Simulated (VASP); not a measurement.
Write the native input for VASP 6.6.1 that does the following.

```
Task                   : single point
Functional             : r2SCAN
Dispersion             : D3(BJ)
Potentials or basis    : VASP PAW PBE potentials, release 64 (Ga_d, N_h)
Cutoff                 : 1460 eV
k mesh                 : 10 × 10 × 10
Occupations            : fermi-dirac, width 0.05 eV
Spin                   : no spin polarisation
Dipole correction      : no
Further INCAR settings : ALGO = Normal; EDIFF = 1e-06; NBANDS = 16
```

Crystal: GaN.

```
Ga N
1.0
     0.00000    2.22304    2.22304
     2.22304    0.00000    2.22304
     2.22304    2.22304    0.00000
Ga N
1 1
Cartesian
  0.0000 0.0000 0.0000
  1.1115 1.1115 1.1115
```

These files were run (other wordings do the same):

POSCAR

```
GaN
1.0
    0.0000000000      2.2230441631      2.2230441631
    2.2230441631      0.0000000000      2.2230441631
    2.2230441631      2.2230441631      0.0000000000
Ga N
1 1
Direct
    0.0000000000      0.0000000000      0.0000000000
    0.2500000000      0.2500000000      0.2500000000
```

INCAR.step1

```
SYSTEM = GaN
PREC = Accurate
ENCUT = 1460
ISMEAR = -1
SIGMA = 0.05
LREAL = .False.
LASPH = .True.
NELM = 120
NBANDS = 16
GGA = PE
ALGO = Normal
EDIFF = 1E-5
LWAVE = .True.
LCHARG = .False.
GGA_COMPAT = .False.
```

INCAR.step2

```
SYSTEM = GaN
PREC = Accurate
ENCUT = 1460
EDIFF = 1E-6
ISMEAR = -1
SIGMA = 0.05
LREAL = .False.
LASPH = .True.
NELM = 120
ALGO = Normal
ISIF = 2
LWAVE = .False.
LCHARG = .True.
METAGGA = R2SCAN
LMIXTAU = .True.
IVDW = 12
VDW_S6 = 1.0
VDW_S8 = 0.78981345
VDW_A1 = 0.49484001
VDW_A2 = 5.73083694
LELF = .True.
LVHAR = .True.
NBANDS = 16
ISTART = 1
GGA_COMPAT = .False.
```

KPOINTS

```
regular mesh
0
Gamma
  10 10 10
  0 0 0
```

Potentials or basis: VASP PAW PBE potentials, release 64 (Ga_d, N_h).

Launch:

```bash
$ cat potpaw_PBE.64/Ga_d/POTCAR potpaw_PBE.64/N_h/POTCAR > POTCAR
$ cp INCAR.step1 INCAR
$ mpirun -np 1 vasp_std > vasp.out
$ cp INCAR.step2 INCAR
$ mpirun -np 1 vasp_std > vasp.out
```

Results of the run:

* Pressure: 6.6 GPa
* Band gap on the k mesh: 2.39 eV
* Dispersion energy per atom: -0.125 eV

Caveat: the cell stands under pressure; the PAW data sets were made with another functional, which shifts forces and pressure a little.

Wall time 2.1 min on 1 thread of Intel(R) Xeon(R) 6975P-C (Granite Rapids), on a shared host, peak memory 0.32 GiB.
